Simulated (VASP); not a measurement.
Write the native input for VASP 6.6.1 that does the following.

```yaml
Task: single point
Functional: LDA
Potentials_or_basis: VASP PAW LDA potentials, release 64 (Al, N)
Cutoff: 520 eV
k_mesh: 10 × 10 × 10
Occupations: gaussian, width 0.05 eV
Spin: no spin polarisation
Dipole_correction: no
Further_INCAR_settings: ALGO = Normal; EDIFF = 1e-06; NBANDS = 11
```

The structure of AlN lies in POSCAR:

```
AlN
1.0
    0.0000000000      1.9458150144      2.7513824303
    1.9458150144      0.0000000000      2.7513824303
    1.9458150144      1.9458150144      0.0000000000
Al N
1 1
Direct
    0.0000000000      0.0000000000      0.0000000000
    0.7500000000      0.7500000000      0.7500000000
```

This cell differs from its parent crystal: ratio of the length along z to the lengths across it x 1.414, volume and fractional coordinates fixed.

The input as run:

INCAR

```
SYSTEM = AlN
ALGO = Normal
EDIFF = 1E-6
ENCUT = 520
ISIF = 2
ISMEAR = 0
LASPH = .TRUE.
LCHARG = .FALSE.
LREAL = .FALSE.
LWAVE = .FALSE.
NBANDS = 11
NELM = 80
PREC = Accurate
SIGMA = 0.05
```

KPOINTS

```
k-points
0
G
  10 10 10
  0 0 0
```

Potentials or basis: VASP PAW LDA potentials, release 64 (Al, N).

Launch:

```console
$ cat potpaw_LDA.64/Al/POTCAR potpaw_LDA.64/N/POTCAR > POTCAR
$ mpirun -np 1 vasp_std > vasp.out
```

Results of the run:

```
Pressure               : -7.6 GPa
Band gap on the k mesh : 1.15 eV, indirect (least direct gap 1.52 eV)
```

Wall time 27 s on 1 thread of Intel Xeon 8259CL (shared host), peak memory 0.14 GiB.
